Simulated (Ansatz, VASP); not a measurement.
One calculation of In3GeO2, two programs

```
CELL_PARAMETERS angstrom
4.45873 0.00000 0.00000
0.00000 4.45873 0.00000
0.00000 0.00000 8.96939
ATOMIC_POSITIONS crystal
In 0.00000 0.00000 0.00000
In 0.00000 0.00000 0.33659
In 0.00000 0.00000 0.66341
Ge 0.50000 0.50000 0.00000
O 0.00000 0.50000 0.00000
O 0.50000 0.00000 0.00000
```

Alike in both runs: functional PBE; k mesh 8 × 8 × 4; occupations gaussian, width 0.1 eV; no spin polarisation.

Ansatz relaxed the structure, and its values are those at the end. VASP's run is a single point on that final structure, the one shown.

|  | VASP | Ansatz |
| --- | --- | --- |
| version | VASP 6.6.1 | Ansatz 0.2.0 |
| potentials or method | VASP PAW PBE potentials, release 64 (In_d, Ge_d, O), cutoff 520 eV | scalar-relativistic, plane waves, PAW |
| valence electrons in the cell | 65 | 65 |

|  | VASP | Ansatz | Ansatz less VASP |
| --- | --- | --- | --- |
| gap on the k mesh at the Fermi level (eV) | none | none | - |
| pressure (GPa) | 0.0 | 0.0 | -0.04 |

A gap of «none» marks a metal or a gap that the smearing closes. The functional is the same, so the differences come from potentials, cutoffs and numerics.
